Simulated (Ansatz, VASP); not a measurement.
## One calculation of BN, two programs

```
B N
1.0
     0.00000    3.48976    2.16883
     1.25384    0.00000    2.16883
     1.25384    3.48976    0.00000
B N
1 1
Direct
  0.00011 0.00011 0.99989
  0.66659 0.66659 0.33341
```

Change from the starting cell: strain +0.0450 x Voigt [0, 1, 0, 0, 0, 0], atoms carried along.

Alike in both runs: task single point; functional PBE; dispersion D3(BJ); k mesh 12 × 12 × 12; occupations gaussian, width 0.05 eV; no spin polarisation.

```csv
,VASP,Ansatz
version,VASP 6.6.1,Ansatz 0.2.0
potentials or method,"VASP PAW PBE potentials, release 64 (B, N), cutoff 520 eV","scalar-relativistic, plane waves, PAW"
valence electrons in the cell,8,8
```

VASP gave:

| Item | Value |
| --- | --- |
| gap on the k mesh at the Fermi level (eV) | 3.84 |
| least direct gap on the mesh (eV) | 4.54 |
| pressure (GPa) | -0.2 |
| traceless stress, the component that is largest in VASP (GPa) | -0.96 |

**Question.** Which values does Ansatz return?

**Answer.** gap on the k mesh at the Fermi level (eV): 3.84; least direct gap on the mesh (eV): 4.54; pressure (GPa): -0.2; traceless stress, the component that is largest in VASP (GPa): -0.76.
